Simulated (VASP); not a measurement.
# Zn2CdSeS2 (P4/mmm) in VASP: relaxation of cell and atoms with PBE

Aim: the relaxation of cell and atoms of Zn2CdSeS2 with PBE.

Program: VASP 6.6.1. These are calculated values, not measurements. Logs are shortened: lines on timing, memory, paths and dates and some standing lists are left out, and cuts for length are marked.

### Step 1. The cell of the first run

It takes space group P4/mmm (No. 123, tetragonal). The conventional cell has a = 5.223 Å, b = 5.223 Å, c = 5.118 Å, α = 90.00°, β = 90.00°, γ = 90.00°. Within 3.4 Å of Zn (site symmetry mmm) lie 2 S at 2.56 Å. Within 3.4 Å of Cd (site symmetry 4/mmm) lie 4 S at 2.61 Å. Within 3.4 Å of Se (site symmetry 4/mmm) lie 4 S at 2.61 Å. Within 3.4 Å of S (site symmetry mmm) lie 2 Zn at 2.56 Å and 2 Cd at 2.61 Å and 2 Se at 2.61 Å.

The cell was generated, and may not be a known phase.

### Step 2. Relaxation of cell and atoms, PBE

Contents of INCAR:

```
PREC     = Accurate       # precision mode
ENCUT    = 600            # plane-wave cutoff, eV
EDIFF    = 1E-7           # SCF threshold, eV
ISMEAR   = 0              # smearing method
SIGMA    = 0.1            # smearing width, eV
LREAL    = False          # projectors in reciprocal space
LASPH    = True           # aspherical terms in the spheres
NELM     = 100            # most SCF steps
ALGO     = Normal         # electronic algorithm
ISIF     = 3              # what is computed and relaxed
LWAVE    = False          # write WAVECAR
LCHARG   = False          # write CHGCAR
GGA      = PE             # functional
IBRION   = 2              # ionic algorithm
NSW      = 100            # ionic steps
EDIFFG   = -0.01          # ionic threshold
```

Contents of KPOINTS:

```
regular mesh
0
Gamma
  8 8 8
```

Contents of POSCAR:

```
Zn2CdSeS2
1.0
    5.2226486097      0.0000000000      0.0000000000
    0.0000000000      5.2226486097      0.0000000000
    0.0000000000      0.0000000000      5.1178539107
Zn Cd Se S
2 1 1 2
Direct
    0.5000000000      0.0000000000      0.5000000000
    0.0000000000      0.5000000000      0.5000000000
    0.0000000000      0.0000000000      0.0000000000
    0.5000000000      0.5000000000      0.0000000000
    0.5000000000      0.0000000000      0.0000000000
    0.0000000000      0.5000000000      0.0000000000
```

Potentials or basis: VASP PAW PBE potentials, release 64 (Zn, Cd, Se, S).

Command:

```sh
$ cat potpaw_PBE.64/Zn/POTCAR potpaw_PBE.64/Cd/POTCAR potpaw_PBE.64/Se/POTCAR potpaw_PBE.64/S/POTCAR > POTCAR
$ mpirun -np 1 vasp_std > vasp.out
```

OUTCAR:

```text
PREC = Accurate
   ENCUT = 600
   EDIFF = 1E-7
   ISMEAR = 0
   LREAL = False
   LASPH = True
   NELM = 100
   ISIF = 3
   GGA = PE
   IBRION = 2
   NSW = 100
   EDIFFG = -0.01

 ion  position               nearest neighbor table
   1  0.500  0.000  0.500-   5 2.56   5 2.56
   2  0.000  0.500  0.500-   6 2.56   6 2.56
   3  0.000  0.000  0.000-   5 2.61   6 2.61   6 2.61   5 2.61
   4  0.500  0.500  0.000-   5 2.61   6 2.61   5 2.61   6 2.61
   5  0.500  0.000  0.000-   1 2.56   1 2.56   4 2.61   3 2.61   4 2.61   3 2.61
   6  0.000  0.500  0.000-   2 2.56   2 2.56   4 2.61   3 2.61   3 2.61   4 2.61

  LATTYP: Found a simple tetragonal cell.
 ALAT       =     5.2226486097
 C/A-ratio  =     0.9799345683

  Lattice vectors:

 A1 = (   5.2226486097,   0.0000000000,   0.0000000000)
 A2 = (   0.0000000000,   5.2226486097,   0.0000000000)
 A3 = (   0.0000000000,   0.0000000000,   5.1178539107)

Analysis of symmetry for initial positions (statically):
=====================================================================
 Subroutine PRICEL returns:
 Original cell was already a primitive cell.

 Routine SETGRP: Setting up the symmetry group for a
 simple tetragonal supercell.

 Subroutine GETGRP returns: Found 16 space group operations
 (whereof 16 operations were pure point group operations)
 out of a pool of 16 trial point group operations.

The static configuration has the point symmetry D_4h.

Analysis of symmetry for dynamics (positions and initial velocities):
=====================================================================
 Subroutine PRICEL returns:
 Original cell was already a primitive cell.

 Routine SETGRP: Setting up the symmetry group for a
 simple tetragonal supercell.

 Subroutine GETGRP returns: Found 16 space group operations
 (whereof 16 operations were pure point group operations)
 out of a pool of 16 trial point group operations.

The dynamic configuration has the point symmetry D_4h.

 Subroutine INISYM returns: Found 16 space group operations
 (whereof 16 operations are pure point group operations),
 and found     1 'primitive' translations

----------------------------------------------------------------------------------------

                                     Primitive cell

  volume of cell :     139.5949

  direct lattice vectors                    reciprocal lattice vectors
     5.222648610  0.000000000  0.000000000     0.191473728  0.000000000  0.000000000
     0.000000000  5.222648610  0.000000000     0.000000000  0.191473728  0.000000000
[... 103 lines left out ...]
   PSTRESS=    0.0 pullay stress
   NELECT =      54.0000    total number of electrons
   NUPDOWN=      -1.0000    fix difference up-down
   EMIN   =  10.00;   EMAX   =-10.00  energy-range for DOS
   EFERMI =   0.00;   METHOD = LEGACY
   ISMEAR =     0;   SIGMA  =   0.10  broadening in eV -4-tet -1-fermi 0-gaus
   EFERMI_NEDOS =   21; number of points for ismear=-14 and -15
   IALGO  =     38    algorithm
   IMIX   =      4    mixing-type and parameters
     AMIX     =   0.40;   BMIX     =  1.00
     AMIX_MAG =   1.60;   BMIX_MAG =  1.00
  volume/ion in A,a.u.               =      23.27       157.01
  Fermi-wavevector in a.u.,A,eV,Ry     =   1.192842  2.254145 19.359349  1.422872
  Thomas-Fermi vector in A             =   2.328871
   LORBIT       =      0    0 simple, 1 ext, 2 COOP (PROOUT), +10 PAW based schemes
   GGA     = PE    functional components
   LHFCALC =     F    Hartree Fock is set to
   AEXX    =    0.0000 exact exchange contribution
   IVDW    =     0    specifies the selected vdW correction
   LEPSILON=     F    determine dielectric tensor
   LRPA    =     F    only Hartree local field effects (RPA)
 conjugate gradient relaxation of ions
 non-spin polarized calculation
 Gauss-broadening in eV      SIGMA  =   0.10
  energy-cutoff  :      600.00
  volume of cell :      139.59
 maximum number of plane-waves:      4688
 NGX is ok and might be reduce to    42
   NGX = 21   NGY = 21   NGZ = 21

--------------------------------------- Ionic step        1  -------------------------------------------

 number of electron      54.0000011 magnetization

 Free energy of the ion-electron system (eV)
  ---------------------------------------------------
  ext. energy  EPLUGINS =         0.00000000
  ---------------------------------------------------
  free energy    TOTEN  =       -13.33183758 eV

  energy without entropy =      -13.30439114  energy(sigma->0) =      -13.31811436

------------------------ aborting loop because EDIFF is reached ----------------------------------------

  FORCE on cell =-STRESS in cart. coord.  units (eV):
  Direction    XX          YY          ZZ          XY          YZ          ZX
  --------------------------------------------------------------------------------------
  -------------------------------------------------------------------------------------
  Total        2.5352452      2.5352452     -2.1842503      0.0000000      0.0000000      0.0000000
  in kB       29.0978597     29.0978597    -25.0693742      0.0000000      0.0000000      0.0000000
  external PRESSURE =      11.0421151 kB  Pullay stress =       0.0000000 kB
[... 267 lines left out ...]
--------------------------------------- Ionic step        8  -------------------------------------------

 number of electron      53.9999953 magnetization

 Free energy of the ion-electron system (eV)
  ---------------------------------------------------
  ext. energy  EPLUGINS =         0.00000000
  ---------------------------------------------------
  free energy    TOTEN  =       -13.53031068 eV

  energy without entropy =      -13.51985940  energy(sigma->0) =      -13.52508504

 E-fermi :   2.5987     XC(G=0):  -9.3708

 val. band max:        2.5971679396   @ k =   0.2500   0.0000   0.3750
 cond. band min:       2.6070233487   @ k =   0.2500   0.2500   0.3750
 fundamental gap:      0.0098554091
 Fermi energy:         2.5987312443

 k-point     1 :       0.0000    0.0000    0.0000
  band No.  band energies     occupation
      1     -12.2131      2.00000
      2     -10.9891      2.00000
      3      -8.5740      2.00000
      4      -6.2589      2.00000
      5      -6.2589      2.00000
      6      -6.2335      2.00000
[... 829 lines left out ...]
     31       5.1204      0.00000
     32       5.8639      0.00000

 [... further k-points ...]

------------------------ aborting loop because EDIFF is reached ----------------------------------------

  FORCE on cell =-STRESS in cart. coord.  units (eV):
  Direction    XX          YY          ZZ          XY          YZ          ZX
  --------------------------------------------------------------------------------------
  -------------------------------------------------------------------------------------
  Total       -0.0038559     -0.0038559     -0.0131584      0.0000000     -0.0000000      0.0000000
  in kB       -0.0435732     -0.0435732     -0.1486949      0.0000000     -0.0000000      0.0000000
  external PRESSURE =      -0.0786137 kB  Pullay stress =       0.0000000 kB
[... 21 lines left out ...]
  FREE ENERGIE OF THE ION-ELECTRON SYSTEM (eV)
  ---------------------------------------------------
  free  energy   TOTEN  =       -13.5303106836 eV

  energy  without entropy=      -13.5198593983  energy(sigma->0) =      -13.52508504

 reached required accuracy - stopping structural energy minimisation
```

OSZICAR:

```text
N       E                     dE             d eps       ncg     rms          rms(c)
DAV:   1     0.445005285900E+03    0.44501E+03   -0.27648E+04  4800   0.201E+03
[... 89 lines left out ...]
DAV:   2    -0.135309259935E+02    0.29369E-02   -0.13381E-02  5632   0.175E+00    0.162E-01
DAV:   3    -0.135304389236E+02    0.48707E-03   -0.81453E-04  5056   0.239E-01    0.981E-02
DAV:   4    -0.135303173125E+02    0.12161E-03   -0.14157E-04  5376   0.899E-02    0.357E-02
DAV:   5    -0.135303101915E+02    0.71210E-05   -0.28345E-05  5632   0.436E-02    0.890E-03
DAV:   6    -0.135303108528E+02   -0.66130E-06   -0.56584E-06  5200   0.185E-02    0.357E-03
DAV:   7    -0.135303107183E+02    0.13449E-06   -0.34867E-07  4392   0.841E-03    0.121E-03
DAV:   8    -0.135303106836E+02    0.34744E-07   -0.99999E-08  2592   0.388E-03
   8 F= -.13530311E+02 E0= -.13525085E+02  d E =-.287375E-02
```

CONTCAR:

```text
Zn2CdSeS2
   1.00000000000000
     5.4346947147020455   -0.0000000000000000    0.0000000000000000
     0.0000000000000000    5.4346947147020455    0.0000000000000000
     0.0000000000000000    0.0000000000000000    4.8002777187459476
  Zn              Cd              Se              S
     2     1     1     2
Direct
     0.5000000000000000    0.0000000000000000    0.5000000000000000
     0.0000000000000000    0.5000000000000000    0.5000000000000000
     0.0000000000000000    0.0000000000000000    0.0000000000000000
     0.5000000000000000    0.5000000000000000    0.0000000000000000
     0.5000000000000000    0.0000000000000000    0.0000000000000000
     0.0000000000000000    0.5000000000000000    0.0000000000000000

  0.00000000E+00  0.00000000E+00  0.00000000E+00
  0.00000000E+00  0.00000000E+00  0.00000000E+00
  0.00000000E+00  0.00000000E+00  0.00000000E+00
  0.00000000E+00  0.00000000E+00  0.00000000E+00
  0.00000000E+00  0.00000000E+00  0.00000000E+00
  0.00000000E+00  0.00000000E+00  0.00000000E+00
```

Run time: 20 min. Hardware: 1 thread of Intel Xeon 6975P-C (Granite Rapids), shared host; peak memory 0.58 GiB.

What came out:

```yaml
Free_energy: -13.5303 eV
Relaxed_volume: 23.63 Å³/atom
Relaxed_cell: a = 5.435 Å, b = 5.435 Å, c = 4.800 Å, α = 90.00°, β = 90.00°, γ = 90.00°
Space_group_after_relaxing_to_0.1_Å: P4/mmm (No. 123)
Energy_gained_by_relaxing: 33.1 meV/atom
Ionic_steps: 8
Pressure_after_relaxing: 0.0 GPa
Band_gap_on_the_k_mesh: zero (bands 27 and 28 overlap by 2.36 eV)
```

The path:
| step | energy change (eV) | largest force (eV/Å) | pressure (GPa) | volume (Å³) |
| --- | --- | --- | --- | --- |
| 1 | 0.0000 | 0.0000 | 1.10 | 139.59 |
| 2 | -0.1132 | 0.0000 | -0.21 | 142.79 |
| 3 | -0.1672 | 0.0000 | -1.30 | 146.41 |
| 4 | -0.1684 | 0.0000 | -1.41 | 146.87 |
| 5 | -0.1948 | 0.0000 | -0.15 | 142.55 |
| 6 | -0.1956 | 0.0000 | -0.34 | 143.15 |
| 7 | -0.1983 | 0.0000 | -0.09 | 142.10 |
| 8 | -0.1985 | 0.0000 | -0.01 | 141.78 |

Final structure:
```
CELL_PARAMETERS angstrom
5.43469 0.00000 0.00000
0.00000 5.43469 0.00000
0.00000 0.00000 4.80028
ATOMIC_POSITIONS crystal
Zn 0.50000 0.00000 0.50000
Zn 0.00000 0.50000 0.50000
Cd 0.00000 0.00000 0.00000
Se 0.50000 0.50000 0.00000
S 0.50000 0.00000 0.00000
S 0.00000 0.50000 0.00000
```
